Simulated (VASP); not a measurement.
The system is WS2 (Tungstenite).

```
W S
1.0
     1.55766    0.89932    6.08003
    -1.55766    0.89932    6.08003
     0.00000   -1.79863    6.08003
W S
1 2
Direct
  0.00000 0.00000 0.00000
  0.58100 0.58100 0.58100
  0.75030 0.75030 0.75030
```

This cell differs from its parent crystal: volume scaled by 0.96.

Program: VASP 6.6.1. Alike in all runs: task single point; no spin polarisation; cell as given; k mesh 10 × 10 × 10; cutoff (eV) 520; smearing fermi-dirac 0.05 eV.

Q: Order these runs on this cell by their pressure, lowest first.
A. level LDA; potentials or basis VASP PAW LDA potentials, release 64 (W_sv, S)
B. level r2SCAN; potentials or basis VASP PAW PBE potentials, release 64 (W_sv, S)
C. level PBEsol; potentials or basis VASP PAW PBE potentials, release 64 (W_sv, S)

A: A (4.0 GPa), C (7.0 GPa), B (10.7 GPa).

Caveats: the PAW data sets were made with another functional, which shifts forces and pressure a little (some runs).
